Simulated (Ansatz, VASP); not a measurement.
**BN: VASP beside Ansatz**

```
B N
1.0
     2.54397    0.00000    0.00000
    -1.27198    2.20314    0.00000
     0.00000    0.00000    4.20774
B N
2 2
Cartesian
  1.2720 0.7344 4.2069
  0.0000 1.4688 2.1030
  1.2720 0.4873 2.5419
  0.0000 1.2217 0.4381
```

Change from the starting cell: all N atoms moved +0.263 Å, as atom 3 towards its neighbour atom 2 (B) at 1.561 Å.

Alike in both runs: task single point; functional r2SCAN; k mesh 12 × 12 × 6; occupations gaussian, width 0.05 eV; no spin polarisation.

|  | VASP | Ansatz |
| --- | --- | --- |
| version | VASP 6.6.1 | Ansatz 0.2.0 |
| potentials or method | VASP PAW PBE potentials, release 64 (B, N), cutoff 520 eV | scalar-relativistic, plane waves, PAW |
| valence electrons in the cell | 16 | 16 |

|  | VASP | Ansatz | Ansatz less VASP |
| --- | --- | --- | --- |
| gap on the k mesh at the Fermi level (eV) | 4.79 | 4.79 | +0.003 |
| least direct gap on the mesh (eV) | 6.82 | 6.81 | -0.003 |
| pressure (GPa) | 26.5 | 25.8 | -0.71 |
| traceless stress, the component that is largest in VASP (GPa) | 21.50 | 21.66 | +0.161 |
| rms of the force components (eV/Å) | 4.888 | 4.900 | +0.0128 |

VASP's potentials were made for PBE, not for r2SCAN. Atom by atom the forces differ by 0.013 eV/Å (rms over components). With one functional, cell and mesh, what is left measures potentials, basis and numerics.
